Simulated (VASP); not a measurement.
# Al16O in VASP: a series of runs

The runs below take Al16O through single point, with PBE.

All numbers are computed with VASP 6.6.1; they aren't measurements. Logs are shortened: lines on timing, memory, paths and dates and some standing lists are left out, and cuts for length are marked.

## (1) The cell of the first run

The cell holds a slab with vacuum, 17 atoms: a = 5.713 Å, b = 5.713 Å, c = 20.997 Å, α = 90.00°, β = 90.00°, γ = 120.00°.

## (2) Single point, PBE

INCAR reads:

```
PREC = Accurate ; ENCUT = 520
EDIFF = 1E-6 ; ISMEAR = 0
SIGMA = 0.05 ; LREAL = False
LASPH = True ; NELM = 120
ALGO = Normal ; ISIF = 2
LWAVE = False ; LCHARG = False
GGA = PE ; NBANDS = 41
GGA_COMPAT = False ; NELMDL = -8
```

KPOINTS reads:

```
regular mesh
0
Gamma
  1 1 1
```

POSCAR reads:

```
Al16O
1.0
    5.7134230000      0.0000000000      0.0000000000
   -2.8567110000      4.9479690000      0.0000000000
    0.0000000000      0.0000000000     20.9974850000
Al O
16 1
Direct
    0.0000000000      0.0000000000      0.3333730000
    0.1666670000      0.3333330000      0.4444580000
    0.3333330000      0.6666670000      0.5555420000
    0.0000000000      0.0000000000      0.6666270000
    0.0000000000      0.5000000000      0.3333730000
    0.1666670000      0.8333330000      0.4444580000
    0.3333330000      0.1666670000      0.5555420000
    0.0000000000      0.5000000000      0.6666270000
    0.5000000000      0.0000000000      0.3333730000
    0.6666670000      0.3333330000      0.4444580000
    0.8333330000      0.6666670000      0.5555420000
    0.5000000000      0.0000000000      0.6666270000
    0.5000000000      0.5000000000      0.3333730000
    0.6666670000      0.8333330000      0.4444580000
    0.8333330000      0.1666670000      0.5555420000
    0.5000000000      0.5000000000      0.6666270000
    0.1666670000      0.3333330000      0.7047270000
```

Potentials or basis: VASP PAW PBE potentials, release 64 (Al, O).

Command:

```
cat potpaw_PBE.64/Al/POTCAR potpaw_PBE.64/O/POTCAR > POTCAR
mpirun -np 1 vasp_gam > vasp.out
```

OUTCAR:

```text
PREC = Accurate
   ENCUT = 520
   EDIFF = 1E-6
   ISMEAR = 0
   LREAL = False
   LASPH = True
   NELM = 120
   ISIF = 2
   GGA = PE
   NELMDL = -8

 ion  position               nearest neighbor table
   1  0.000  0.000  0.333-   5 2.86   5 2.86  13 2.86  13 2.86   9 2.86   9 2.86   2 2.86  14 2.86
                             6 2.86
   2  0.167  0.333  0.444-   7 2.86   3 2.86  15 2.86   6 2.86   6 2.86  14 2.86  14 2.86  10 2.86
                            10 2.86   1 2.86  13 2.86   5 2.86
   3  0.333  0.667  0.556-   6 2.86   2 2.86  14 2.86   7 2.86   7 2.86  15 2.86  15 2.86  11 2.86
                            11 2.86  12 2.86   8 2.86  16 2.86
   4  0.000  0.000  0.667-  17 1.83   8 2.86   8 2.86  16 2.86  16 2.86  12 2.86  12 2.86  11 2.86
                             7 2.86  15 2.86
   5  0.000  0.500  0.333-   1 2.86   1 2.86   9 2.86   9 2.86  13 2.86  13 2.86   6 2.86  10 2.86
                             2 2.86
   6  0.167  0.833  0.444-   3 2.86   7 2.86  11 2.86   2 2.86   2 2.86  10 2.86  10 2.86  14 2.86
                            14 2.86   5 2.86   9 2.86   1 2.86
   7  0.333  0.167  0.556-   2 2.86   6 2.86  10 2.86   3 2.86   3 2.86  11 2.86  11 2.86  15 2.86
                            15 2.86  16 2.86   4 2.86  12 2.86
   8  0.000  0.500  0.667-  17 1.83   4 2.86   4 2.86  12 2.86  12 2.86  16 2.86  16 2.86  15 2.86
                             3 2.86  11 2.86
   9  0.500  0.000  0.333-  13 2.86  13 2.86   5 2.86   5 2.86   1 2.86   1 2.86  10 2.86   6 2.86
                            14 2.86
  10  0.667  0.333  0.444-  15 2.86  11 2.86   7 2.86  14 2.86  14 2.86   6 2.86   6 2.86   2 2.86
                             2 2.86   9 2.86   5 2.86  13 2.86
  11  0.833  0.667  0.556-  14 2.86  10 2.86   6 2.86  15 2.86  15 2.86   7 2.86   7 2.86   3 2.86
                             3 2.86   4 2.86  16 2.86   8 2.86
  12  0.500  0.000  0.667-  16 2.86  16 2.86   8 2.86   8 2.86   4 2.86   4 2.86   3 2.86  15 2.86
                             7 2.86
  13  0.500  0.500  0.333-   9 2.86   9 2.86   1 2.86   1 2.86   5 2.86   5 2.86  14 2.86   2 2.86
                            10 2.86
  14  0.667  0.833  0.444-  11 2.86  15 2.86   3 2.86  10 2.86  10 2.86   2 2.86   2 2.86   6 2.86
                             6 2.86  13 2.86   1 2.86   9 2.86
  15  0.833  0.167  0.556-  10 2.86  14 2.86   2 2.86  11 2.86  11 2.86   3 2.86   3 2.86   7 2.86
                             7 2.86   8 2.86  12 2.86   4 2.86
  16  0.500  0.500  0.667-  17 1.83  12 2.86  12 2.86   4 2.86   4 2.86   8 2.86   8 2.86   7 2.86
                            11 2.86   3 2.86
  17  0.167  0.333  0.705-   4 1.83  16 1.83   8 1.83

  LATTYP: Found a hexagonal cell.
 ALAT       =     5.7134230000
 C/A-ratio  =     3.6751147254

  Lattice vectors:

 A1 = (   5.7134230000,   0.0000000000,   0.0000000000)
 A2 = (  -2.8567110000,   4.9479690000,   0.0000000000)
 A3 = (   0.0000000000,   0.0000000000,  20.9974850000)

Analysis of symmetry for initial positions (statically):
=====================================================================
 Subroutine PRICEL returns:
 Original cell was already a primitive cell.

 Routine SETGRP: Setting up the symmetry group for a
 hexagonal supercell.

 Subroutine GETGRP returns: Found  6 space group operations
 (whereof  2 operations were pure point group operations)
 out of a pool of 24 trial point group operations.

The static configuration has the point symmetry C_1h.
 The point group associated with its full space group is C_3v.

Analysis of symmetry for dynamics (positions and initial velocities):
=====================================================================
 Subroutine PRICEL returns:
 Original cell was already a primitive cell.

 Routine SETGRP: Setting up the symmetry group for a
 hexagonal supercell.

 Subroutine GETGRP returns: Found  6 space group operations
 (whereof  2 operations were pure point group operations)
 out of a pool of 24 trial point group operations.

The dynamic configuration has the point symmetry C_1h.
 The point group associated with its full space group is C_3v.

 Subroutine INISYM returns: Found  6 space group operations
 (whereof  2 operations are pure point group operations),
 and found     1 'primitive' translations

----------------------------------------------------------------------------------------

                                     Primitive cell

  volume of cell :     593.5955

  direct lattice vectors                    reciprocal lattice vectors
     5.713423000  0.000000000  0.000000000     0.175026425  0.101051545  0.000000000
    -2.856711000  4.947969000  0.000000000     0.000000000  0.202103126  0.000000000
     0.000000000  0.000000000 20.997485000     0.000000000  0.000000000  0.047624751

  length of vectors
     5.713423000  5.713422351 20.997485000     0.202103103  0.202103126  0.047624751

  position of ions in fractional coordinates (direct lattice)
     0.000000000  0.000000000  0.333373000
     0.166667000  0.333333000  0.444458000
     0.333333000  0.666667000  0.555542000
     0.000000000  0.000000000  0.666627000
     0.000000000  0.500000000  0.333373000
     0.166667000  0.833333000  0.444458000
[... 9 lines left out ...]
     0.500000000  0.500000000  0.666627000
     0.166667000  0.333333000  0.704727000

  ion indices of the primitive-cell ions
   primitive index   ion index
                 1           1
                 2           2
                 3           3
                 4           4
                 5           5
                 6           6
[... 9 lines left out ...]
                16          16
                17          17

----------------------------------------------------------------------------------------

 KPOINTS: regular mesh

Automatic generation of k-mesh.
 Grid dimensions read from file:
 generate k-points for:    1    1    1

 Generating k-lattice:

  Cartesian coordinates                     Fractional coordinates (reciprocal lattice)
     0.175026425  0.101051545  0.000000000     1.000000000  0.000000000  0.000000000
     0.000000000  0.202103126  0.000000000     0.000000000  1.000000000  0.000000000
     0.000000000  0.000000000  0.047624751     0.000000000  0.000000000  1.000000000

  Length of vectors
     0.202103103  0.202103126  0.047624751

  Shift w.r.t. Gamma in fractional coordinates (k-lattice)
     0.000000000  0.000000000  0.000000000

 Subroutine IBZKPT returns following result:
 ===========================================

 Found      1 irreducible k-points:

 Following reciprocal coordinates:
            Coordinates               Weight
  0.000000  0.000000  0.000000      1.000000
   k-points           NKPTS =      1   k-points in BZ     NKDIM =      1   number of bands    NBANDS=     41
   number of dos      NEDOS =    301   number of ions     NIONS =     17
   total plane-waves  NPLWV = 282240
   dimension x,y,z NGX =    42 NGY =   42 NGZ =  160
   dimension x,y,z NGXF=    84 NGYF=   84 NGZF=  320
   ions per type =              16   1
   NGX,Y,Z   is equivalent  to a cutoff of  12.22, 12.22, 12.67 a.u.
   NGXF,Y,Z  is equivalent  to a cutoff of  24.44, 24.44, 25.34 a.u.
 SYSTEM =  unknown system
   PREC   = accura    normal or accurate (medium, high low for compatibility)
   ISTART =      0    job   : 0-new  1-cont  2-samecut
   ICHARG =      2    charge: 1-file 2-atom 10-const
   ISPIN  =      1    spin polarized calculation?
   LNONCOLLINEAR =      F non collinear calculations
   LSORBIT =      F    spin-orbit coupling
   LASPH  =      T    aspherical Exc in radial PAW
   ENCUT  =  520.0 eV  38.22 Ry    6.18 a.u.  10.62 10.62 39.04*2*pi/ulx,y,z
   NELM   =    120;   NELMIN=  2; NELMDL= -8     # of ELM steps
   EDIFF  = 0.1E-05   stopping-criterion for ELM
   LREAL  =      F    real-space projection
   EDIFFG = 0.1E-04   stopping-criterion for IOM
   NSW    =      0    number of steps for IOM
   IBRION =     -1    ionic relax: 0-MD 1-quasi-New 2-CG
   NFREE  =      0    steps in history (QN), initial steepest desc. (CG)
   ISIF   =      2    stress and relaxation
   ISYM   =      2    0-nonsym 1-usesym 2-fastsym
   POTIM  = 0.5000    time-step for ionic-motion
   TEBEG  =    0.0;   TEEND  =   0.0 temperature during run
   PSTRESS=    0.0 pullay stress
   NELECT =      54.0000    total number of electrons
   NUPDOWN=      -1.0000    fix difference up-down
   EMIN   =  10.00;   EMAX   =-10.00  energy-range for DOS
   EFERMI =   0.00;   METHOD = LEGACY
   ISMEAR =     0;   SIGMA  =   0.05  broadening in eV -4-tet -1-fermi 0-gaus
   EFERMI_NEDOS =   21; number of points for ismear=-14 and -15
   IALGO  =     38    algorithm
   IMIX   =      4    mixing-type and parameters
     AMIX     =   0.40;   BMIX     =  1.00
     AMIX_MAG =   1.60;   BMIX_MAG =  1.00
  volume/ion in A,a.u.               =      34.92       235.63
  Fermi-wavevector in a.u.,A,eV,Ry     =   0.736279  1.391366  7.375815  0.542107
  Thomas-Fermi vector in A             =   1.829680
   LORBIT       =      0    0 simple, 1 ext, 2 COOP (PROOUT), +10 PAW based schemes
   GGA     = PE    functional components
   LHFCALC =     F    Hartree Fock is set to
   AEXX    =    0.0000 exact exchange contribution
   IVDW    =     0    specifies the selected vdW correction
   LEPSILON=     F    determine dielectric tensor
   LRPA    =     F    only Hartree local field effects (RPA)
 non-spin polarized calculation
 Gauss-broadening in eV      SIGMA  =   0.05
  energy-cutoff  :      520.00
  volume of cell :      593.60
 maximum number of plane-waves:      8032
 NGX is ok and might be reduce to    42
   NGX = 21   NGY = 21   NGZ = 79

 number of electron      54.0000006 magnetization

 Free energy of the ion-electron system (eV)
  ---------------------------------------------------
  ext. energy  EPLUGINS =         0.00000000
  ---------------------------------------------------
  free energy    TOTEN  =       -74.23956004 eV

  energy without entropy =      -74.23938178  energy(sigma->0) =      -74.23947091

 E-fermi :   1.4781     XC(G=0):  -5.4628

 val. band max:        1.3581642598   @ k =   0.0000   0.0000   0.0000
 cond. band min:       1.5981092244   @ k =   0.0000   0.0000   0.0000
 fundamental gap:      0.2399449646
 Fermi energy:         1.4781367421

 k-point     1 :       0.0000    0.0000    0.0000
  band No.  band energies     occupation
      1     -19.2945      2.00000
      2      -8.5379      2.00000
      3      -7.4691      2.00000
      4      -5.8482      2.00000
      5      -5.8481      2.00000
      6      -5.8005      2.00000
[... 31 lines left out ...]
     38       4.1703      0.00000
     39       4.8498      0.00000
 [bands above 39 left out]

------------------------ aborting loop because EDIFF is reached ----------------------------------------

  FORCE on cell =-STRESS in cart. coord.  units (eV):
  Direction    XX          YY          ZZ          XY          YZ          ZX
  --------------------------------------------------------------------------------------
  -------------------------------------------------------------------------------------
  Total       13.7523951     13.7523926    -38.5080011      0.0000014     -0.0000000      0.0000000
  in kB       37.1191734     37.1191665   -103.9371801      0.0000038     -0.0000000      0.0000000
  external PRESSURE =      -9.8996134 kB  Pullay stress =       0.0000000 kB

 VOLUME and BASIS-vectors are now :
 -----------------------------------------------------------------------------
  energy-cutoff  :      520.00
  volume of cell :      593.60
      direct lattice vectors                 reciprocal lattice vectors
     5.713423000  0.000000000  0.000000000     0.175026425  0.101051545  0.000000000
    -2.856711000  4.947969000  0.000000000     0.000000000  0.202103126  0.000000000
     0.000000000  0.000000000 20.997485000     0.000000000  0.000000000  0.047624751

 POSITION                                       TOTAL-FORCE (eV/Angst)
 -----------------------------------------------------------------------------------
      0.00000      0.00000      6.99999         0.000000      1.151341      1.225240
      0.00000      1.64932      9.33250         0.000000     -0.000000      0.299009
     -0.00000      3.29865     11.66498        -0.000000     -0.641946     -0.293124
      0.00000      0.00000     13.99749        -0.000000     -0.899940     -1.886161
     -1.42836      2.47398      6.99999         0.997091     -0.575670      1.225240
     -1.42835      4.12331      9.33250         0.264478      0.152697      0.529817
[... 9 lines left out ...]
      1.42836      2.47398     13.99749         0.779371      0.449970     -1.886161
      0.00000      1.64932     14.79749         0.000000     -0.000000      2.007858
 -----------------------------------------------------------------------------------
    total drift:                               -0.002274      0.001365      0.000213

  FREE ENERGIE OF THE ION-ELECTRON SYSTEM (eV)
  ---------------------------------------------------
  free  energy   TOTEN  =       -74.2395600363 eV

  energy  without entropy=      -74.2393817836  energy(sigma->0) =      -74.23947091
```

Run time: 81 s. Hardware: 1 thread of Intel Xeon Platinum 8488C (Sapphire Rapids), shared host; peak memory 0.58 GiB.

Results:

| Property | Result |
| --- | --- |
| Free energy | -74.2396 eV |
| Largest force | 2.090 eV/Å |
| Band gap on the k mesh | 0.24 eV |

Forces in eV/Å, atoms in the order of the input:
```
Al   0.000  1.151  1.225
Al   0.000  0.000  0.299
Al   0.000 -0.642 -0.293
Al   0.000 -0.900 -1.886
Al   0.997 -0.576  1.225
Al   0.264  0.153  0.530
Al  -0.556  0.321 -0.293
Al  -0.779  0.450 -1.886
Al   0.000  0.000  1.174
Al   0.000 -0.305  0.530
Al   0.000  0.000 -0.266
Al   0.000  0.000 -1.942
Al  -0.997 -0.576  1.225
Al  -0.264  0.153  0.530
Al   0.556  0.321 -0.293
Al   0.779  0.450 -1.886
O    0.000  0.000  2.008
```

Caveat: the k points lie up to 1.27 Å⁻¹ apart.

## (3) Single point, PBE

INCAR reads:

```
SYSTEM = Al16O
ALGO = Normal
EDIFF = 1E-6
ENCUT = 520
GGA = PE
GGA_COMPAT = .FALSE.
ISIF = 2
ISMEAR = 0
LASPH = .TRUE.
LCHARG = .TRUE.
LELF = .TRUE.
LREAL = .FALSE.
LVHAR = .TRUE.
LWAVE = .FALSE.
NBANDS = 41
NELM = 120
NELMDL = -8
PREC = Accurate
SIGMA = 0.05
```

KPOINTS reads:

```
k-points
0
G
  1 1 1
  0 0 0
```

POSCAR is that of step 2.

Potentials or basis: VASP PAW PBE potentials, release 64 (Al, O).

Command:

```
cat potpaw_PBE.64/Al/POTCAR potpaw_PBE.64/O/POTCAR > POTCAR
mpirun -np 1 vasp_gam > vasp.out
```

Wall time 85 s (1 thread of Intel Xeon Platinum 8488C (Sapphire Rapids), shared host); peak memory 0.58 GiB.

Results (log left out):

| Quantity | Value |
| --- | --- |
| Free energy | -74.2396 eV |
| Largest force | 2.090 eV/Å |
| Band gap on the k mesh | 0.24 eV |

Forces on the atoms (eV/Å):
```
Al   0.000  1.151  1.225
Al   0.000  0.000  0.299
Al   0.000 -0.642 -0.293
Al   0.000 -0.900 -1.886
Al   0.997 -0.576  1.225
Al   0.264  0.153  0.530
Al  -0.556  0.321 -0.293
Al  -0.779  0.450 -1.886
Al   0.000  0.000  1.174
Al   0.000 -0.305  0.530
Al   0.000  0.000 -0.266
Al   0.000  0.000 -1.942
Al  -0.997 -0.576  1.225
Al  -0.264  0.153  0.530
Al   0.556  0.321 -0.293
Al   0.779  0.450 -1.886
O    0.000  0.000  2.008
```

Levels at points of the mesh, in eV from the valence-band top:
| k point | band 25 | band 26 | band 27 | band 28 | band 29 | band 30 |
| --- | --- | --- | --- | --- | --- | --- |
| (0.00, 0.00, 0.00) | -0.71 | -0.71 | 0.00 | 0.24 | 0.37 | 0.54 |

Caveat: the k points lie up to 1.27 Å⁻¹ apart.
